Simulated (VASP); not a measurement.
# MgBe3S (Pm-3m) in VASP: single point with PBE

Aim: the single point of MgBe3S with PBE.

All numbers are computed with VASP 6.6.1; they aren't measurements. Logs are shortened: lines on timing, memory, paths and dates and some standing lists are left out, and cuts for length are marked.

### Step 1. The cell of the first run

It takes space group Pm-3m (No. 221, cubic). The conventional cell has a = 4.136 Å, b = 4.136 Å, c = 4.136 Å, α = 90.00°, β = 90.00°, γ = 90.00°. Mg (site symmetry m-3m) has 12 Be at 2.92 Å and 8 S at 3.58 Å within 3.9 Å. Be (site symmetry 4/mmm) has 2 S at 2.07 Å within 2.7 Å. S (site symmetry m-3m) has 6 Be at 2.07 Å within 2.7 Å.

### Step 2. Single point, PBE

INCAR reads:

```
SYSTEM = MgBe3S
ALGO = Normal
EDIFF = 1E-6
ENCUT = 520
GGA = PE
ISIF = 2
ISMEAR = 0
LASPH = .True.
LCHARG = .True.
LELF = .True.
LREAL = .False.
LVHAR = .True.
LWAVE = .False.
NBANDS = 15
NELM = 100
PREC = Accurate
SIGMA = 0.1
```

KPOINTS reads:

```
k-points
0
Gamma
  4 4 4
  0 0 0
```

POSCAR reads:

```
MgBe3S
1.0
    4.1360546700      0.0000000000      0.0000000000
    0.0000000000      4.1360546700      0.0000000000
    0.0000000000      0.0000000000      4.1360546700
Mg Be S
1 3 1
Direct
    0.0000000000      0.0000000000      0.0000000000
    0.0000000000      0.5000000000      0.5000000000
    0.5000000000      0.0000000000      0.5000000000
    0.5000000000      0.5000000000      0.0000000000
    0.5000000000      0.5000000000      0.5000000000
```

Potentials or basis: VASP PAW PBE potentials, release 64 (Mg, Be, S).

On the command line:

```
> cat potpaw_PBE.64/Mg/POTCAR potpaw_PBE.64/Be/POTCAR potpaw_PBE.64/S/POTCAR > POTCAR
> mpirun -np 1 vasp_std > vasp.out
```

OUTCAR:

```text
SYSTEM = MgBe3S
   EDIFF = 1E-6
   ENCUT = 520
   GGA = PE
   ISIF = 2
   ISMEAR = 0
   LASPH = .True.
   LREAL = .False.
   NELM = 100
   PREC = Accurate

 ion  position               nearest neighbor table
   1  0.000  0.000  0.000-   2 2.92   3 2.92   4 2.92   2 2.92   3 2.92   2 2.92   4 2.92   2 2.92
                             3 2.92   4 2.92   3 2.92   4 2.92
   2  0.000  0.500  0.500-   5 2.07   5 2.07   1 2.92   1 2.92   1 2.92   1 2.92
   3  0.500  0.000  0.500-   5 2.07   5 2.07   1 2.92   1 2.92   1 2.92   1 2.92
   4  0.500  0.500  0.000-   5 2.07   5 2.07   1 2.92   1 2.92   1 2.92   1 2.92
   5  0.500  0.500  0.500-   2 2.07   3 2.07   4 2.07   4 2.07   3 2.07   2 2.07

  LATTYP: Found a simple cubic cell.
 ALAT       =     4.1360546700

  Lattice vectors:

 A1 = (   4.1360546700,   0.0000000000,   0.0000000000)
 A2 = (   0.0000000000,   4.1360546700,   0.0000000000)
 A3 = (   0.0000000000,   0.0000000000,   4.1360546700)

Analysis of symmetry for initial positions (statically):
=====================================================================
 Subroutine PRICEL returns:
 Original cell was already a primitive cell.

 Routine SETGRP: Setting up the symmetry group for a
 simple cubic supercell.

 Subroutine GETGRP returns: Found 48 space group operations
 (whereof 48 operations were pure point group operations)
 out of a pool of 48 trial point group operations.

The static configuration has the point symmetry O_h .

Analysis of symmetry for dynamics (positions and initial velocities):
=====================================================================
 Subroutine PRICEL returns:
 Original cell was already a primitive cell.

 Routine SETGRP: Setting up the symmetry group for a
 simple cubic supercell.

 Subroutine GETGRP returns: Found 48 space group operations
 (whereof 48 operations were pure point group operations)
 out of a pool of 48 trial point group operations.

The dynamic configuration has the point symmetry O_h .

 Subroutine INISYM returns: Found 48 space group operations
 (whereof 48 operations are pure point group operations),
 and found     1 'primitive' translations

----------------------------------------------------------------------------------------

                                     Primitive cell

  volume of cell :      70.7553

  direct lattice vectors                    reciprocal lattice vectors
     4.136054670  0.000000000  0.000000000     0.241776301  0.000000000  0.000000000
     0.000000000  4.136054670  0.000000000     0.000000000  0.241776301  0.000000000
     0.000000000  0.000000000  4.136054670     0.000000000  0.000000000  0.241776301

  length of vectors
     4.136054670  4.136054670  4.136054670     0.241776301  0.241776301  0.241776301

  position of ions in fractional coordinates (direct lattice)
     0.000000000  0.000000000  0.000000000
     0.000000000  0.500000000  0.500000000
     0.500000000  0.000000000  0.500000000
     0.500000000  0.500000000  0.000000000
     0.500000000  0.500000000  0.500000000

  ion indices of the primitive-cell ions
   primitive index   ion index
                 1           1
                 2           2
                 3           3
                 4           4
                 5           5

----------------------------------------------------------------------------------------

 KPOINTS: k-points

Automatic generation of k-mesh.
 Grid dimensions read from file:
 generate k-points for:    4    4    4

 Generating k-lattice:

  Cartesian coordinates                     Fractional coordinates (reciprocal lattice)
     0.060444075  0.000000000  0.000000000     0.250000000  0.000000000  0.000000000
     0.000000000  0.060444075  0.000000000     0.000000000  0.250000000  0.000000000
     0.000000000  0.000000000  0.060444075     0.000000000  0.000000000  0.250000000

  Length of vectors
     0.060444075  0.060444075  0.060444075

  Shift w.r.t. Gamma in fractional coordinates (k-lattice)
     0.000000000  0.000000000  0.000000000

 Subroutine IBZKPT returns following result:
 ===========================================

 Found     10 irreducible k-points:

 Following reciprocal coordinates:
            Coordinates               Weight
  0.000000  0.000000  0.000000      1.000000
  0.250000  0.000000  0.000000      6.000000
  0.500000  0.000000  0.000000      3.000000
  0.250000  0.250000  0.000000     12.000000
  0.500000  0.250000  0.000000     12.000000
  0.500000  0.500000  0.000000      3.000000
  0.250000  0.250000  0.250000      8.000000
  0.500000  0.250000  0.250000     12.000000
  0.500000  0.500000  0.250000      6.000000
  0.500000  0.500000  0.500000      1.000000
   k-points           NKPTS =     10   k-points in BZ     NKDIM =     10   number of bands    NBANDS=     15
   number of dos      NEDOS =    301   number of ions     NIONS =      5
   total plane-waves  NPLWV =  32768
   dimension x,y,z NGX =    32 NGY =   32 NGZ =   32
   dimension x,y,z NGXF=    64 NGYF=   64 NGZF=   64
   ions per type =               1   3   1
   NGX,Y,Z   is equivalent  to a cutoff of  12.86, 12.86, 12.86 a.u.
   NGXF,Y,Z  is equivalent  to a cutoff of  25.72, 25.72, 25.72 a.u.
 SYSTEM =  MgBe3S
   PREC   = accura    normal or accurate (medium, high low for compatibility)
   ISTART =      0    job   : 0-new  1-cont  2-samecut
   ICHARG =      2    charge: 1-file 2-atom 10-const
   ISPIN  =      1    spin polarized calculation?
   LNONCOLLINEAR =      F non collinear calculations
   LSORBIT =      F    spin-orbit coupling
   LASPH  =      T    aspherical Exc in radial PAW
   ENCUT  =  520.0 eV  38.22 Ry    6.18 a.u.   7.69  7.69  7.69*2*pi/ulx,y,z
   NELM   =    100;   NELMIN=  2; NELMDL= -5     # of ELM steps
   EDIFF  = 0.1E-05   stopping-criterion for ELM
   LREAL  =      F    real-space projection
   EDIFFG = 0.1E-04   stopping-criterion for IOM
   NSW    =      0    number of steps for IOM
   IBRION =     -1    ionic relax: 0-MD 1-quasi-New 2-CG
   NFREE  =      0    steps in history (QN), initial steepest desc. (CG)
   ISIF   =      2    stress and relaxation
   ISYM   =      2    0-nonsym 1-usesym 2-fastsym
   POTIM  = 0.5000    time-step for ionic-motion
   TEBEG  =    0.0;   TEEND  =   0.0 temperature during run
   PSTRESS=    0.0 pullay stress
   NELECT =      14.0000    total number of electrons
   NUPDOWN=      -1.0000    fix difference up-down
   EMIN   =  10.00;   EMAX   =-10.00  energy-range for DOS
   EFERMI =   0.00;   METHOD = LEGACY
   ISMEAR =     0;   SIGMA  =   0.10  broadening in eV -4-tet -1-fermi 0-gaus
   EFERMI_NEDOS =   21; number of points for ismear=-14 and -15
   IALGO  =     38    algorithm
   IMIX   =      4    mixing-type and parameters
     AMIX     =   0.40;   BMIX     =  1.00
     AMIX_MAG =   1.60;   BMIX_MAG =  1.00
  volume/ion in A,a.u.               =      14.15        95.50
  Fermi-wavevector in a.u.,A,eV,Ry     =   0.953962  1.802727 12.381903  0.910044
  Thomas-Fermi vector in A             =   2.082665
   LORBIT       =      0    0 simple, 1 ext, 2 COOP (PROOUT), +10 PAW based schemes
   GGA     = PE    functional components
   LHFCALC =     F    Hartree Fock is set to
   AEXX    =    0.0000 exact exchange contribution
   IVDW    =     0    specifies the selected vdW correction
   LEPSILON=     F    determine dielectric tensor
   LRPA    =     F    only Hartree local field effects (RPA)
 non-spin polarized calculation
 Gauss-broadening in eV      SIGMA  =   0.10
  energy-cutoff  :      520.00
  volume of cell :       70.76
 maximum number of plane-waves:      1935
 NGX is ok and might be reduce to    32
   NGX = 15   NGY = 15   NGZ = 15

 number of electron      13.9999999 magnetization

 Free energy of the ion-electron system (eV)
  ---------------------------------------------------
  ext. energy  EPLUGINS =         0.00000000
  ---------------------------------------------------
  free energy    TOTEN  =       -13.45171595 eV

  energy without entropy =      -13.44224197  energy(sigma->0) =      -13.44697896

 E-fermi :   5.5035     XC(G=0):  -9.5221

 val. band max:        5.4294050704   @ k =   0.5000   0.0000   0.0000
 cond. band min:       5.6006220305   @ k =   0.2500   0.2500   0.2500
 fundamental gap:      0.1712169600
 Fermi energy:         5.5035371262

 k-point     1 :       0.0000    0.0000    0.0000
  band No.  band energies     occupation
      1     -10.9149      2.00000
      2      -1.9947      2.00000
      3      -1.9947      2.00000
      4      -1.9947      2.00000
      5       0.4942      2.00000
      6       4.4984      2.00000
      7       4.4984      2.00000
      8       7.4546      0.00000
      9       7.4546      0.00000
     10       7.4546      0.00000
     11       9.4717      0.00000
     12       9.4717      0.00000
     13       9.4717      0.00000
     14      11.0924      0.00000
     15      11.0924      0.00000

 k-point     2 :       0.2500    0.0000    0.0000
  band No.  band energies     occupation
      1     -10.8576      2.00000
      2      -2.8675      2.00000
      3      -1.8482      2.00000
      4      -1.8482      2.00000
      5       1.6385      2.00000
      6       4.5674      2.00000
      7       4.8770      2.00000
      8       6.3647      0.00000
      9       6.3647      0.00000
     10       7.6078      0.00000
     11       8.0203      0.00000
     12       8.7314      0.00000
     13       8.7314      0.00000
     14      11.4418      0.00000
     15      13.2749      0.00000
[... 113 lines left out ...]
      3      -2.4714      2.00000
      4      -1.8019      2.00000
      5       1.3698      2.00000
      6       3.1687      2.00000
      7       3.1687      2.00000
      8       6.3841      0.00000
      9       6.8301      0.00000
     10       8.4296      0.00000
     11       8.9259      0.00000
     12       8.9259      0.00000
     13      10.5005      0.00000
     14      11.8648      0.00000
     15      11.8648      0.00000

 k-point    10 :       0.5000    0.5000    0.5000
  band No.  band energies     occupation
      1     -10.6743      2.00000
      2      -2.1391      2.00000
      3      -2.1391      2.00000
      4      -2.1391      2.00000
      5       1.9629      2.00000
      6       1.9629      2.00000
      7       1.9629      2.00000
      8       5.2203      1.99994
      9       8.4978      0.00000
     10       8.4978      0.00000
     11      10.0782      0.00000
     12      10.0782      0.00000
     13      10.0782      0.00000
     14      12.8877      0.00000
     15      13.0721      0.00000

------------------------ aborting loop because EDIFF is reached ----------------------------------------

  FORCE on cell =-STRESS in cart. coord.  units (eV):
  Direction    XX          YY          ZZ          XY          YZ          ZX
  --------------------------------------------------------------------------------------
  -------------------------------------------------------------------------------------
  Total        1.2554778      1.2554778      1.2554778     -0.0000000     -0.0000000     -0.0000000
  in kB       28.4289484     28.4289484     28.4289484     -0.0000000     -0.0000000     -0.0000000
  external PRESSURE =      28.4289484 kB  Pullay stress =       0.0000000 kB

 VOLUME and BASIS-vectors are now :
 -----------------------------------------------------------------------------
  energy-cutoff  :      520.00
  volume of cell :       70.76
      direct lattice vectors                 reciprocal lattice vectors
     4.136054670  0.000000000  0.000000000     0.241776301  0.000000000  0.000000000
     0.000000000  4.136054670  0.000000000     0.000000000  0.241776301  0.000000000
     0.000000000  0.000000000  4.136054670     0.000000000  0.000000000  0.241776301

 POSITION                                       TOTAL-FORCE (eV/Angst)
 -----------------------------------------------------------------------------------
      0.00000      0.00000      0.00000         0.000000      0.000000      0.000000
      0.00000      2.06803      2.06803         0.000000      0.000000      0.000000
      2.06803      0.00000      2.06803         0.000000      0.000000      0.000000
      2.06803      2.06803      0.00000         0.000000      0.000000      0.000000
      2.06803      2.06803      2.06803         0.000000      0.000000      0.000000
 -----------------------------------------------------------------------------------
    total drift:                                0.000000     -0.000000     -0.000000

  FREE ENERGIE OF THE ION-ELECTRON SYSTEM (eV)
  ---------------------------------------------------
  free  energy   TOTEN  =       -13.4517159535 eV

  energy  without entropy=      -13.4422419656  energy(sigma->0) =      -13.44697896
```

Run time: 5.1 s. Hardware: 1 thread of Intel Xeon 6975P-C (Granite Rapids), shared host; peak memory 0.17 GiB.

What came out:

- Free energy: -13.4517 eV
- Pressure: 2.8 GPa
- Band gap on the k mesh: zero (band 7 reaches 5.74 eV, above the bottom of band 8 at 5.22 eV)

Levels at points of the mesh, in eV from the Fermi level:
```csv
k point,band 5,band 6,band 7,band 8,band 9,band 10
"(0.00, 0.00, 0.00)",-5.01,-1.01,-1.01,1.95,1.95,1.95
"(0.50, 0.00, 0.00)",-2.83,-1.38,-0.07,-0.07,0.19,1.03
"(0.50, 0.50, 0.00)",-4.53,-0.46,0.24,0.24,0.61,0.61
"(0.50, 0.50, 0.50)",-3.54,-3.54,-3.54,-0.28,2.99,2.99
```

Caveat: the k points lie up to 0.38 Å⁻¹ apart.
